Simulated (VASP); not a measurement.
Input of a VASP 6.6.1 run:

The input INCAR:

```
PREC = Accurate
ENCUT = 520
EDIFF = 1E-6
ISMEAR = 0
SIGMA = 0.1
LREAL = F
LASPH = T
NELM = 100
ALGO = Normal
ISIF = 2
LWAVE = F
LCHARG = F
GGA = PE
NBANDS = 30
```

Contents of KPOINTS:

```
Automatic mesh
0
Gamma
  3 3 4
```

Contents of POSCAR:

```
Na
1.0
    6.6883205432      0.0000000000      0.0000000000
   -3.3441602716      5.7922554991      0.0000000000
    0.0000000000      0.0000000000      6.9229858800
Na
6
Direct
    0.1922597852      0.8068831909      0.7916700000
    0.1931168091      0.3853765944      0.4583366667
    0.6146234056      0.8077402148      0.1250033333
    0.3853765944      0.1922597852      0.1250033333
    0.8068831909      0.6146234056      0.4583366667
    0.8077402148      0.1931168091      0.7916700000
```

Potentials or basis: VASP PAW PBE potentials, release 64 (Na_pv).

The run is started by

```sh
$ cat potpaw_PBE.64/Na_pv/POTCAR > POTCAR
$ mpirun -np 1 vasp_std > vasp.out
```

**Question.** What does it give for the largest force?

**Answer.** 0.014 eV/Å.

**Question.** Estimate the band gap on the k mesh.

**Answer.** Zero (band 21 reaches 1.24 eV, above the bottom of band 22 at -0.58 eV).

Forces on the atoms (eV/Å):
```
Na   0.013 -0.004  0.000
Na  -0.003  0.013  0.000
Na  -0.010 -0.009  0.000
Na   0.010  0.009  0.000
Na   0.003 -0.013  0.000
Na  -0.013  0.004  0.000
```

Caveat: the k points lie up to 0.36 Å⁻¹ apart.
